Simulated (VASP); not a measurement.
Input of a VASP 6.6.1 run:

INCAR

```
ALGO     = Normal         # electronic algorithm
EDIFF    = 1E-6           # SCF threshold, eV
ENCUT    = 520            # plane-wave cutoff, eV
GGA      = PE             # functional
ISIF     = 2              # what is computed and relaxed
ISMEAR   = 0              # smearing method
LASPH    = T              # aspherical terms in the spheres
LCHARG   = T              # write CHGCAR
LELF     = T              # ELF
LREAL    = F              # projectors in reciprocal space
LVHAR    = T            
LWAVE    = F              # write WAVECAR
NBANDS   = 25             # bands
NELM     = 60             # most SCF steps
PREC     = Accurate       # precision mode
SIGMA    = 0.1            # smearing width, eV
```

The input KPOINTS:

```
k-points
0
Gamma
  6 6 12
```

File POSCAR:

```
BeS5
1.0
    6.4506679466      0.0000000000      0.0000000000
    0.0000000000      6.4506679466      0.0000000000
    0.0000000000      0.0000000000      3.2800178436
Be S
1 5
Direct
    0.0000000000      0.0000000000      0.5000000000
    0.8487372369      0.5000000000      0.0000000000
    0.1512627631      0.5000000000      0.0000000000
    0.5000000000      0.1512627631      0.0000000000
    0.5000000000      0.8487372369      0.0000000000
    0.5000000000      0.5000000000      0.5000000000
```

Potentials or basis: VASP PAW PBE potentials, release 64 (Be, S).

The run is started by

```sh
$ cat potpaw_PBE.64/Be/POTCAR potpaw_PBE.64/S/POTCAR > POTCAR
$ mpirun -np 1 vasp_std > vasp.out
```

Predict the band gap on the k mesh.

zero (bands 16 and 17 overlap by 1.01 eV).

Predict the largest force.

0.183 eV/Å.

Estimate the pressure.

-0.3 GPa.

Forces on the atoms (eV/Å):
```
Be   0.000  0.000  0.000
S    0.183  0.000  0.000
S   -0.183  0.000  0.000
S    0.000 -0.183  0.000
S    0.000  0.183  0.000
S    0.000  0.000  0.000
```
